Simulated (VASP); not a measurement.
Write the native input for VASP 6.6.1 that does the following.

```
Task                   : single point
Functional             : PBE
Potentials or basis    : VASP PAW PBE potentials, release 64 (Li_sv)
Cutoff                 : 520 eV
k mesh                 : 40 × 40 × 40
Occupations            : fermi-dirac, width 0.0612256 eV
Spin                   : no spin polarisation
Dipole correction      : no
Further INCAR settings : ALGO = Normal; EDIFF = 1e-06; NBANDS = 8
```

The structure of Li lies in POSCAR:

```
Li
1.0
    2.7142649492      0.0000000000      0.0000000000
    0.0000000000      2.7142649492      0.0000000000
    0.0000000000      0.0000000000      2.7142649492
Li
1
Direct
    0.0000000000      0.0000000000      0.0000000000
```

This isn't the form of Li at room conditions, which is bcc.

One way to write it, as run:

INCAR

```
SYSTEM = Li
PREC = Accurate
ENCUT = 520
EDIFF = 1E-6
ISMEAR = -1
SIGMA = 0.06122561905347299
LREAL = .False.
LASPH = .True.
NELM = 60
ALGO = Normal
ISIF = 2
LWAVE = .False.
LCHARG = .False.
GGA = PE
NBANDS = 8
```

KPOINTS

```
regular mesh
0
Gamma
  40 40 40
  0 0 0
```

Potentials or basis: VASP PAW PBE potentials, release 64 (Li_sv).

The run is started by

```console
$ cat potpaw_PBE.64/Li_sv/POTCAR > POTCAR
$ mpirun -np 1 vasp_std > vasp.out
```

Results of the run:

* Band gap on the k mesh: zero (an odd number of electrons rules out a gap without spin polarisation)

Run time: 72 s on 1 thread of Intel(R) Xeon(R) Platinum 8488C (Sapphire Rapids), with other jobs on the host, peak memory 0.3 GiB.
